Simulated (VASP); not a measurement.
Set up this calculation in VASP 6.6.1, as the native input.

```yaml
Task: relaxation of the atoms
Functional: PBE
Potentials_or_basis: VASP PAW PBE potentials, release 64 (Si, O)
Cutoff: 520 eV
k_mesh: 2 × 2 × 2
Occupations: fermi-dirac, width 0.05 eV
Spin: no spin polarisation
Dipole_correction: no
Further_INCAR_settings: LREAL = Auto; ALGO = Normal; EDIFF = 1e-07; IBRION = 2; EDIFFG = -0.08; NSW = 45
```

The structure of Si9O16 (a cell with a defect) lies in POSCAR:

```
Si9O16
1.0
   -4.1738000000     -4.1738000000      0.0000000000
    4.1738000000     -4.1738000000      0.0000000000
    0.0000000000      0.0000000000      5.3326000000
Si O
9 16
Direct
    0.5000000000      0.5000000000      0.0000000000
    0.0000000000      0.5000000000      0.2500000000
    0.5000000000      0.5000000000      0.5000000000
    0.0000000000      0.5000000000      0.7500000000
    0.0000000000      0.0000000000      0.0000000000
    0.5000000000      0.0000000000      0.2500000000
    0.0000000000      0.0000000000      0.5000000000
    0.5000000000      0.0000000000      0.7500000000
    0.6557299000      0.7353350000      0.5068368000
    0.1933000000      0.5000000000      0.0000000000
    0.0000000000      0.1933000000      0.2500000000
    0.8067000000      0.5000000000      0.0000000000
    0.0000000000      0.8067000000      0.2500000000
    0.1933000000      0.5000000000      0.5000000000
    0.0000000000      0.1933000000      0.7500000000
    0.8067000000      0.5000000000      0.5000000000
    0.0000000000      0.8067000000      0.7500000000
    0.6933000000      0.0000000000      0.0000000000
    0.5000000000      0.6933000000      0.2500000000
    0.3067000000      0.0000000000      0.0000000000
    0.5000000000      0.3067000000      0.2500000000
    0.6933000000      0.0000000000      0.5000000000
    0.5000000000      0.6933000000      0.7500000000
    0.3067000000      0.0000000000      0.5000000000
    0.5000000000      0.3067000000      0.7500000000
```

One way to write it, as run:

INCAR

```
PREC = Accurate
ENCUT = 520
EDIFF = 1E-7
ISMEAR = -1
SIGMA = 0.05
LREAL = Auto
LASPH = True
NELM = 80
ALGO = Normal
ISIF = 2
LWAVE = False
LCHARG = False
GGA = PE
IBRION = 2
NSW = 45
EDIFFG = -0.08
```

KPOINTS

```
regular mesh
0
Gamma
  2 2 2
```

Potentials or basis: VASP PAW PBE potentials, release 64 (Si, O).

Command:

```bash
$ cat potpaw_PBE.64/Si/POTCAR potpaw_PBE.64/O/POTCAR > POTCAR
$ mpirun -np 1 vasp_std > vasp.out
```

Results of the run:

```yaml
Energy_gained_by_relaxing: 621.7 meV/atom
Ionic_steps: 35
Pressure_after_relaxing: 49.9 GPa
Largest_force_after_relaxing: 0.073 eV/Å
Band_gap_on_the_k_mesh: 2.46 eV
```

Caveat: the k points lie up to 0.59 Å⁻¹ apart; the relaxation stopped at a loose force limit of 0.08 eV/Å, so its end isn't a converged minimum.

Run time: 2.1 h on 1 thread of Oxide Virtual Turin-like Processor, on a shared host, peak memory 0.3 GiB.
